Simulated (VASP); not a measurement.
A run of VASP 6.6.1 is set up as follows.

File INCAR:

```
  ALGO = Normal
  EDIFF = 1E-7
  ENCUT = 520
  GGA = PE
  ISIF = 2
  ISMEAR = -1
  LASPH = True
  LCHARG = False
  LREAL = Auto
  LWAVE = False
  NBANDS = 52
  NELM = 60
  PREC = Accurate
  SIGMA = 0.05
```

KPOINTS

```
k-points
0
Gamma
  2 2 2
```

The input POSCAR:

```
TiSi16
1.0
    0.0000000000      5.4300000000      5.4300000000
    5.4300000000      0.0000000000      5.4300000000
    5.4300000000      5.4300000000      0.0000000000
Si Ti
16 1
Direct
    0.0012642726     -0.0036219153      0.0014119705
    0.1213120626      0.1291232965      0.1214511050
   -0.0119616022      0.0046597606      0.5039107735
    0.1212433702      0.1291772560      0.6286067219
    0.0013573665      0.5020258748      0.0014713628
    0.1248404236      0.6257262431      0.1250229282
    0.0012686924      0.5020246777      0.4957132597
    0.1212527624      0.6221393186      0.6285288214
    0.5037412523      0.0047069982     -0.0118082873
    0.6284542357      0.1291592081      0.1213978821
    0.5037841621      0.0045784530      0.5039222836
    0.6248169429      0.1256594843      0.6249429098
    0.4955430939      0.5020197053      0.0014138122
    0.6283943831      0.6221363720      0.1213890424
    0.5037720994      0.4889415285      0.5039895948
    0.6283963168      0.6221132597      0.6285329650
    0.3748303867     -0.1242802947      0.3749950276
```

Potentials or basis: VASP PAW PBE potentials, release 64 (Si, Ti_sv).

The run is started by

```sh
$ cat potpaw_PBE.64/Si/POTCAR potpaw_PBE.64/Ti_sv/POTCAR > POTCAR
$ mpirun -np 1 vasp_std > vasp.out
```

**Question.** Estimate the band gap on the k mesh.

**Answer.** Zero (bands 38 and 39 overlap by 0.44 eV).

**Question.** Estimate the pressure.

**Answer.** 4.0 GPa.

**Question.** Predict the largest force.

**Answer.** 0.012 eV/Å.

Forces in eV/Å, atoms in the order of the input:
```
Si  -0.001  0.003 -0.001
Si   0.004  0.002  0.004
Si   0.001 -0.003 -0.005
Si  -0.006 -0.001  0.004
Si   0.003 -0.003  0.001
Si  -0.009  0.001 -0.007
Si   0.002 -0.001  0.005
Si   0.001  0.002  0.002
Si  -0.008 -0.003  0.001
Si   0.005 -0.001 -0.005
Si   0.001  0.000  0.001
Si   0.003  0.002  0.002
Si   0.006  0.000  0.003
Si   0.004  0.002  0.000
Si  -0.009  0.001 -0.007
Si   0.002  0.001  0.000
Ti   0.000 -0.003  0.002
```

Caveat: the k points lie up to 0.50 Å⁻¹ apart.
